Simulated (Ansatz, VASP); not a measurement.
## Ge2Sb3Se: VASP beside Ansatz

```
Ge Sb Se
1.0
     5.81127    0.00000    0.00000
     0.00000    5.81127    0.00000
     0.00000    0.00000    5.65079
Ge Sb Se
2 3 1
Cartesian
  0.0000 2.9056 2.8254
  2.9056 0.0000 2.8254
  2.9056 2.9056 2.8254
  0.0000 2.9056 0.0000
  2.9056 0.0000 0.0000
  2.9056 2.9056 0.0000
```

Alike in both runs: functional PBE; k mesh 8 × 8 × 8; occupations gaussian, width 0.1 eV; no spin polarisation.

Ansatz relaxed the structure, and its values are those at the end. VASP's run is a single point on that final structure, the one shown.

|  | VASP | Ansatz |
| --- | --- | --- |
| version | VASP 6.6.1 | Ansatz 0.2.0 |
| potentials or method | VASP PAW PBE potentials, release 64 (Ge_d, Sb, Se), cutoff 520 eV | scalar-relativistic, plane waves, PAW |
| valence electrons in the cell | 49 | 89 |

|  | VASP | Ansatz | Ansatz less VASP |
| --- | --- | --- | --- |
| gap on the k mesh at the Fermi level (eV) | none | none | - |
| pressure (GPa) | -0.1 | 0.0 | +0.04 |

A gap of «none» marks a metal or a gap that the smearing closes. VASP's potentials hold 49 valence electrons a cell and Ansatz's 89, so a difference there can come from the potentials and not from the codes.

Neither program's run includes spin-orbit coupling.
